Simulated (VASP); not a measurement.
Input of a VASP 6.6.1 run:

File INCAR:

```
SYSTEM = LiTa16
PREC = Accurate
ENCUT = 520
EDIFF = 1E-7
ISMEAR = -1
SIGMA = 0.15
LREAL = Auto
LASPH = .True.
NELM = 100
ALGO = Normal
ISIF = 2
LWAVE = .False.
LCHARG = .False.
GGA = PE
IVDW = 12
NBANDS = 104
```

The input KPOINTS:

```
Automatic mesh
0
Gamma
  2 2 2
  0 0 0
```

The input POSCAR:

```
LiTa16
1.0
    6.6200000000      0.0000000000      0.0000000000
    0.0000000000      6.6200000000      0.0000000000
    0.0000000000      0.0000000000      6.6200000000
Ta Li
16 1
Direct
   -0.0209365559      0.0197583082      0.0134592145
    0.4723111782      0.0202416918      0.0023111782
    0.0560876133      0.4863746224     -0.0354229607
   -0.0219335347      0.0108761329      0.4895770393
    0.2400302115      0.2201359517      0.2617069486
    0.4975679758      0.4908157100      0.0034290030
    0.5072356495      0.0130513595      0.5662688822
    0.7171299094      0.2503776435      0.2689879154
    0.0049848943      0.4958308157      0.5104984894
    0.2287764350      0.7549546828      0.2194712991
    0.2510271903      0.2473413897      0.7425830816
    0.5028096677      0.4978700906      0.5227945619
    0.8219788520      0.6809818731      0.2056797583
    0.7514048338      0.3002114804      0.7195619335
    0.2342598187      0.7726283988      0.7516767372
    0.7589274924      0.7372960725      0.7542598187
    0.5244108761      0.8697583082      0.2759969789
```

Potentials or basis: VASP PAW PBE potentials, release 64 (Ta_pv, Li_sv).

Launch:

```sh
$ cat potpaw_PBE.64/Ta_pv/POTCAR potpaw_PBE.64/Li_sv/POTCAR > POTCAR
$ mpirun -np 1 vasp_std > vasp.out
```

Task: What does it give for the largest force?

Result: 5.884 eV/Å.

Task: Estimate the band gap on the k mesh.

Result: Zero (an odd number of electrons rules out a gap without spin polarisation).

Forces on the atoms (eV/Å):
```
Ta  -0.221 -0.209 -1.506
Ta   1.333  0.199 -3.136
Ta  -2.693 -0.520  1.465
Ta   0.007 -1.293  0.836
Ta   0.891  1.872  0.356
Ta  -0.441  1.131  0.228
Ta  -0.519 -0.060 -0.701
Ta   1.554 -0.130 -0.938
Ta   1.662  0.790 -1.865
Ta  -0.904 -1.472  2.182
Ta  -0.326  0.116  0.081
Ta  -1.994  2.286 -2.753
Ta  -1.912  1.214  0.712
Ta   0.340 -4.093  4.213
Ta   1.026 -0.346 -0.572
Ta  -0.266  1.593  0.151
Li   2.462 -1.079  1.245
```

Caveat: the k points lie up to 0.47 Å⁻¹ apart, too coarse for converged energies and pressures of a metal; the atoms stand as in a frame of molecular dynamics; spin-orbit coupling is left out, which moves the levels of the heavy elements.
